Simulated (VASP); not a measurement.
# Te2Mo (P6_3/mmc) in VASP: vibrations by perturbation theory with PBEsol

Aim: the vibrations by perturbation theory of Te2Mo with PBEsol.

Everything below comes from runs of VASP 6.6.1. Logs are shortened: lines on timing, memory, paths and dates and some standing lists are left out, and cuts for length are marked.

**1. The cell of the first run**

Symmetry: P6_3/mmc, No. 194, hexagonal system. The conventional cell has a = 3.459 Å, b = 3.459 Å, c = 13.868 Å, α = 90.00°, β = 90.00°, γ = 120.00°. Within 3.6 Å of Te (site symmetry 3m) lie 3 Mo at 2.70 Å and 6 Te at 3.46 Å. Within 3.6 Å of Mo (site symmetry -6m2) lie 6 Te at 2.70 Å and 6 Mo at 3.46 Å.

**2. Vibrations by perturbation theory, PBEsol (volume scaled by 0.970)**

Input file INCAR:

```
ALGO     = Normal         # electronic algorithm
EDIFF    = 1E-8           # SCF threshold, eV
ENCUT    = 520            # plane-wave cutoff, eV
GGA      = PS             # functional
IBRION   = 8              # ionic algorithm
ISIF     = 2              # what is computed and relaxed
ISMEAR   = 0              # smearing method
LASPH    = True           # aspherical terms in the spheres
LCHARG   = True           # write CHGCAR
LREAL    = False          # projectors in reciprocal space
LWAVE    = False          # write WAVECAR
NELM     = 100            # most SCF steps
NSW      = 1              # ionic steps
PREC     = Accurate       # precision mode
SIGMA    = 0.01           # smearing width, eV
```

Input file KPOINTS:

```
k-points
0
Gamma
  6 6 2
```

Input file POSCAR:

```
Te2Mo
1.0
    3.4588984316      0.0000000000      0.0000000000
   -1.7294492158      2.9954939109      0.0000000000
    0.0000000000      0.0000000000     13.8679108605
Te Mo
4 2
Direct
    0.3333333333      0.6666666667      0.6189796879
    0.6666666667      0.3333333333      0.1189796879
    0.3333333333      0.6666666667      0.8810203121
    0.6666666667      0.3333333333      0.3810203121
    0.3333333333      0.6666666667      0.2500000000
    0.6666666667      0.3333333333      0.7500000000
```

Potentials or basis: VASP PAW PBE potentials, release 64 (Te, Mo_sv).

On the command line:

```sh
> cat potpaw_PBE.64/Te/POTCAR potpaw_PBE.64/Mo_sv/POTCAR > POTCAR
> mpirun -np 1 vasp_std > vasp.out
```

OUTCAR:

```text
EDIFF = 1E-8
   ENCUT = 520
   GGA = PS
   IBRION = 8
   ISIF = 2
   ISMEAR = 0
   LASPH = True
   LREAL = False
   NELM = 100
   NSW = 1
   PREC = Accurate

 ion  position               nearest neighbor table
   1  0.333  0.667  0.619-   6 2.70   6 2.70   6 2.70   3 3.63
   2  0.667  0.333  0.119-   5 2.70   5 2.70   5 2.70   4 3.63
   3  0.333  0.667  0.881-   6 2.70   6 2.70   6 2.70   1 3.63
   4  0.667  0.333  0.381-   5 2.70   5 2.70   5 2.70   2 3.63
   5  0.333  0.667  0.250-   2 2.70   4 2.70   2 2.70   4 2.70   2 2.70   4 2.70
   6  0.667  0.333  0.750-   1 2.70   3 2.70   1 2.70   3 2.70   1 2.70   3 2.70

  LATTYP: Found a hexagonal cell.
 ALAT       =     3.4588984316
 C/A-ratio  =     4.0093431868

  Lattice vectors:

 A1 = (   3.4588984316,   0.0000000000,   0.0000000000)
 A2 = (  -1.7294492158,   2.9954939109,   0.0000000000)
 A3 = (   0.0000000000,   0.0000000000,  13.8679108605)

Analysis of symmetry for initial positions (statically):
=====================================================================
 Subroutine PRICEL returns:
 Original cell was already a primitive cell.

 Routine SETGRP: Setting up the symmetry group for a
 hexagonal supercell.

 Subroutine GETGRP returns: Found 24 space group operations
 (whereof 12 operations were pure point group operations)
 out of a pool of 24 trial point group operations.

The static configuration has the point symmetry D_3d.
 The point group associated with its full space group is D_6h.

Analysis of symmetry for dynamics (positions and initial velocities):
=====================================================================
 Subroutine PRICEL returns:
 Original cell was already a primitive cell.

 Routine SETGRP: Setting up the symmetry group for a
 hexagonal supercell.

 Subroutine GETGRP returns: Found 24 space group operations
 (whereof 12 operations were pure point group operations)
 out of a pool of 24 trial point group operations.

The dynamic configuration has the point symmetry D_3d.
 The point group associated with its full space group is D_6h.

 Subroutine INISYM returns: Found 24 space group operations
 (whereof 12 operations are pure point group operations),
 and found     1 'primitive' translations

----------------------------------------------------------------------------------------

                                     Primitive cell

  volume of cell :     143.6869

  direct lattice vectors                    reciprocal lattice vectors
     3.458898432  0.000000000  0.000000000     0.289109385  0.166917382  0.000000000
    -1.729449216  2.995493911  0.000000000     0.000000000  0.333834763  0.000000000
     0.000000000  0.000000000 13.867910861     0.000000000  0.000000000  0.072108915

  length of vectors
     3.458898432  3.458898432 13.867910861     0.333834763  0.333834763  0.072108915

[... 142 lines left out ...]
      6     -26.1720      2.00000
[... 465 lines left out ...]
     30      10.0852      0.00000
     31      11.0569      0.00000

------------------------ aborting loop because EDIFF is reached ----------------------------------------

  FORCE on cell =-STRESS in cart. coord.  units (eV):
  Direction    XX          YY          ZZ          XY          YZ          ZX
  --------------------------------------------------------------------------------------
  -------------------------------------------------------------------------------------
  Total        1.7562669      1.7562669      0.7591965      0.0000000      0.0000000      0.0000000
  in kB       19.5832063     19.5832063      8.4654001      0.0000000      0.0000000      0.0000000
  external PRESSURE =      15.8772709 kB  Pullay stress =       0.0000000 kB

 VOLUME and BASIS-vectors are now :
 -----------------------------------------------------------------------------
  energy-cutoff  :      520.00
  volume of cell :      143.69
      direct lattice vectors                 reciprocal lattice vectors
     3.458898432  0.000000000  0.000000000     0.289109385  0.166917382  0.000000000
    -1.729449216  2.995493911  0.000000000     0.000000000  0.333834763  0.000000000
     0.000000000  0.000000000 13.867910861     0.000000000  0.000000000  0.072108915

 POSITION                                       TOTAL-FORCE (eV/Angst)
 -----------------------------------------------------------------------------------
     -0.00000      1.99700      8.58396         0.000000     -0.000000     -0.028312
      1.72945      0.99850      1.65000        -0.000000      0.000000     -0.028312
     -0.00000      1.99700     12.21791         0.000000      0.000000      0.028312
      1.72945      0.99850      5.28396        -0.000000      0.000000      0.028312
     -0.00000      1.99700      3.46698         0.000000      0.000000     -0.000000
      1.72945      0.99850     10.40093        -0.000000     -0.000000     -0.000000
 -----------------------------------------------------------------------------------
    total drift:                               -0.000000      0.000000     -0.000000

  FREE ENERGIE OF THE ION-ELECTRON SYSTEM (eV)
  ---------------------------------------------------
  free  energy   TOTEN  =       -39.3744349640 eV

  energy  without entropy=      -39.3744349640  energy(sigma->0) =      -39.37443496

[... ionic steps 2 to 15 ...]

--------------------------------------- Ionic step       16  -------------------------------------------

------------------------ aborting loop because EDIFF is reached ----------------------------------------

[... ionic steps 17 to 17 ...]

--------------------------------------- Ionic step       18  -------------------------------------------

 Free energy of the ion-electron system (eV)
  ---------------------------------------------------
  ---------------------------------------------------
  free energy    TOTEN  =        -0.70903781 eV

  energy without entropy =       -0.70903781

------------------------ aborting loop because EDIFF is reached ----------------------------------------

 INTERNAL STRAIN TENSOR  FOR ION    5  DIRECTION 3   (eV/Angst):
 -----------------------------------------------------------------------------
    -0.03580  0.00000  0.00000
    -0.00000 -0.03580  0.00000
     0.00000 -0.00000  0.07162

 INTERNAL STRAIN TENSOR FOR ION    6 for displacements in x,y,z  (eV/Angst):
          X           Y           Z          XY          YZ          ZX
  --------------------------------------------------------------------------------
  x     0.00000     0.00000     0.00000     6.68085     0.00000     0.00000
  y     6.68085    -6.68085     0.00000     0.00000     0.00000     0.00000
  z    -0.00000    -0.00000     0.00000     0.00000     0.00000     0.00000

 SECOND DERIVATIVES (NOT SYMMETRIZED)
 ------------------------------------
               1X          1Y          1Z          2X          2Y          2Z          3X          3Y          3Z          4X          4Y          4Z          5X          5Y          5Z          6X          6Y          6Z
  1X    -7.005161    0.000000    0.000000   -0.026461   -0.000000    0.000000   -0.324006    0.000000    0.000000    0.119111    0.000000    0.000000    0.070047   -0.000000   -0.000000    7.166470    0.000000    0.000000
  1Y     0.000000   -7.005161    0.000000    0.000000   -0.026461   -0.000000    0.000000   -0.324006    0.000000    0.000000    0.119111    0.000000    0.000000    0.070047    0.000000    0.000000    7.166470    0.000000
  1Z     0.000000   -0.000000  -12.800195    0.000000   -0.000000    0.107343    0.000000    0.000000    1.614927    0.000000    0.000000    0.394567    0.000000   -0.000000   -0.099903    0.000000   -0.000000   10.783261
  2X    -0.026461    0.000000    0.000000   -7.005161    0.000000   -0.000000    0.119111    0.000000    0.000000   -0.324006    0.000000    0.000000    7.166470    0.000000   -0.000000    0.070047   -0.000000    0.000000
  2Y     0.000000   -0.026461    0.000000    0.000000   -7.005161    0.000000    0.000000    0.119111   -0.000000    0.000000   -0.324006   -0.000000   -0.000000    7.166470   -0.000000    0.000000    0.070047    0.000000
  2Z     0.000000    0.000000    0.107343   -0.000000    0.000000  -12.800195   -0.000000    0.000000    0.394567    0.000000    0.000000    1.614927   -0.000000    0.000000   10.783261    0.000000   -0.000000   -0.099903
  3X    -0.324006    0.000000    0.000000    0.119111    0.000000    0.000000   -7.005161    0.000000   -0.000000   -0.026461    0.000000    0.000000    0.070047   -0.000000    0.000000    7.166470    0.000000   -0.000000
  3Y     0.000000   -0.324006   -0.000000    0.000000    0.119111   -0.000000    0.000000   -7.005161    0.000000    0.000000   -0.026461    0.000000    0.000000    0.070047    0.000000   -0.000000    7.166470   -0.000000
  3Z     0.000000    0.000000    1.614927   -0.000000    0.000000    0.394567   -0.000000    0.000000  -12.800195    0.000000    0.000000    0.107343    0.000000   -0.000000   -0.099903   -0.000000    0.000000   10.783261
  4X     0.119111    0.000000    0.000000   -0.324006    0.000000    0.000000   -0.026461   -0.000000    0.000000   -7.005161    0.000000    0.000000    7.166470    0.000000    0.000000    0.070047   -0.000000   -0.000000
  4Y     0.000000    0.119111    0.000000    0.000000   -0.324006    0.000000    0.000000   -0.026461   -0.000000    0.000000   -7.005161    0.000000    0.000000    7.166470    0.000000    0.000000    0.070047    0.000000
  4Z     0.000000    0.000000    0.394567    0.000000    0.000000    1.614927    0.000000   -0.000000    0.107343    0.000000   -0.000000  -12.800195    0.000000   -0.000000   10.783261    0.000000   -0.000000   -0.099903
  5X     0.066911    0.000000    0.000000    7.164891    0.000000    0.000000    0.066911    0.000000    0.000000    7.164891    0.000000    0.000000  -14.548486    0.000000    0.000000    0.084883    0.000000    0.000000
  5Y     0.000000    0.066911    0.000000    0.000000    7.164891    0.000000    0.000000    0.066911    0.000000    0.000000    7.164891    0.000000    0.000000  -14.548486    0.000000    0.000000    0.084883    0.000000
  5Z     0.000000    0.000000   -0.197456    0.000000   -0.000000   10.872066    0.000000    0.000000   -0.197456    0.000000   -0.000000   10.872066    0.000000    0.000000  -21.848281   -0.000000    0.000000    0.499062
  6X     7.164891    0.000000    0.000000    0.066911    0.000000    0.000000    7.164891    0.000000    0.000000    0.066911    0.000000    0.000000    0.084883    0.000000    0.000000  -14.548486    0.000000    0.000000
  6Y     0.000000    7.164891    0.000000    0.000000    0.066911    0.000000    0.000000    7.164891    0.000000    0.000000    0.066911    0.000000    0.000000    0.084883    0.000000    0.000000  -14.548486    0.000000
  6Z     0.000000   -0.000000   10.872066    0.000000    0.000000   -0.197456    0.000000   -0.000000   10.872066    0.000000    0.000000   -0.197456   -0.000000    0.000000    0.499062    0.000000    0.000000  -21.848281

 Eigenvectors and eigenvalues of the dynamical matrix
 ----------------------------------------------------

   1 f  =    8.834564 THz    55.509205 2PiTHz  294.689346 cm-1    36.536806 meV
             X         Y         Z           dx          dy          dz
     -0.000000  1.996996  8.583955     0.000000    0.000000   -0.262235
      1.729449  0.998498  1.650000     0.000000    0.000000    0.262235
     -0.000000  1.996996 12.217911     0.000000    0.000000   -0.262235
      1.729449  0.998498  5.283956     0.000000    0.000000    0.262235
     -0.000000  1.996996  3.466978     0.000000    0.000000   -0.602051
      1.729449  0.998498 10.400933    -0.000000   -0.000000    0.602051
[... 145 lines left out ...]
  18 f/i=    0.001579 THz     0.009924 2PiTHz    0.052682 cm-1     0.006532 meV
             X         Y         Z           dx          dy          dz
     -0.000000  1.996996  8.583955     0.000000    0.000000   -0.426208
      1.729449  0.998498  1.650000     0.000000    0.000000   -0.426208
     -0.000000  1.996996 12.217911     0.000000    0.000000   -0.426208
      1.729449  0.998498  5.283956     0.000000    0.000000   -0.426208
     -0.000000  1.996996  3.466978     0.000000    0.000000   -0.369721
      1.729449  0.998498 10.400933     0.000000    0.000000   -0.369721

--------------------------------------------------------------------------------------------------------

 ELASTIC MODULI CONTR FROM IONIC RELAXATION (kBar)
 Direction    XX          YY          ZZ          XY          YZ          ZX
 --------------------------------------------------------------------------------
 XX        -334.6139   -186.8086   -676.7180      0.0000     -0.0000     -0.0000
 YY        -186.8086   -334.6139   -676.7180     -0.0000      0.0000     -0.0000
 ZZ        -676.7180   -676.7180  -1756.5308      0.0000      0.0000     -0.0000
 XY           0.0000     -0.0000      0.0000    -73.9027     -0.0000     -0.0000
 YZ          -0.0000      0.0000      0.0000     -0.0000   -861.9147     -0.0000
 ZX          -0.0000     -0.0000     -0.0000     -0.0000     -0.0000   -619.5502
 --------------------------------------------------------------------------------
```

It took 19 min on 1 thread of Intel Xeon Platinum 8488C (Sapphire Rapids), shared host; peak memory 0.58 GiB.

Results:

| Item | Value |
| --- | --- |
| Highest phonon frequency at Γ, LO-TO splitting left out | 295 cm⁻¹ |

Phonon frequencies in cm⁻¹ (negative: imaginary):
```
              q point                                                     frequencies
(0.000, 0.000, 0.000)  0 0 0 29 29 37 118 118 121 121 174 177 238 238 238 238 289 295
```

Caveat: the cell wasn't relaxed at this level first, which shifts response properties; the PAW data sets were made with another functional, which shifts forces and pressure a little; spin-orbit coupling is left out, which moves the levels of the heavy elements; this functional lacks dispersion, which binds the layers, so the pressure and a relaxed spacing across them are unreliable.
